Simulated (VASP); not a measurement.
Set up this calculation in VASP 6.6.1, as the native input.

| Item | Value |
| --- | --- |
| Task | single point |
| Functional | LDA |
| Potentials or basis | VASP PAW LDA potentials, release 64 (Ni, O) |
| Cutoff | 520 eV |
| k mesh | 12 × 12 × 6 |
| Occupations | gaussian, width 0.05 eV |
| Spin | no spin polarisation |
| Dipole correction | no |
| Further INCAR settings | ALGO = Normal; EDIFF = 1e-06; NBANDS = 18 |

The structure of NiO2 lies in POSCAR:

```
NiO2
1.0
    2.8475295614      0.0000000000      0.0000000000
   -1.4237647807      2.4660329382      0.0000000000
    0.0000000000      0.0000000000      3.9594898551
Ni O
1 2
Direct
    0.0000000000      0.0000000000      0.5000000000
    0.6666666667      0.3333333333      0.7542852723
    0.3333333333      0.6666666667      0.2457147277
```

This cell differs from its parent crystal: c/a of the conventional cell at fixed volume 1.3905.

These files were run (other wordings do the same):

INCAR

```
PREC = Accurate ; ENCUT = 520
EDIFF = 1E-6 ; ISMEAR = 0
SIGMA = 0.05 ; LREAL = F
LASPH = T ; NELM = 60
ALGO = Normal ; ISIF = 2
LWAVE = F ; LCHARG = F
NBANDS = 18
```

KPOINTS

```
regular mesh
0
Gamma
  12 12 6
```

Potentials or basis: VASP PAW LDA potentials, release 64 (Ni, O).

Launch:

```console
$ cat potpaw_LDA.64/Ni/POTCAR potpaw_LDA.64/O/POTCAR > POTCAR
$ mpirun -np 1 vasp_std > vasp.out
```

It gave:

- Pressure: -22.7 GPa
- Largest force: 2.065 eV/Å
- Band gap on the k mesh: 0.34 eV, indirect (least direct gap 0.50 eV)

Caveat: forces of over 1 eV/Å act on the atoms, so gaps and moduli don't describe the material at rest.

It took 37 s on 1 thread of Intel Xeon 6975P-C, with other jobs on the host, peak memory 0.17 GiB.
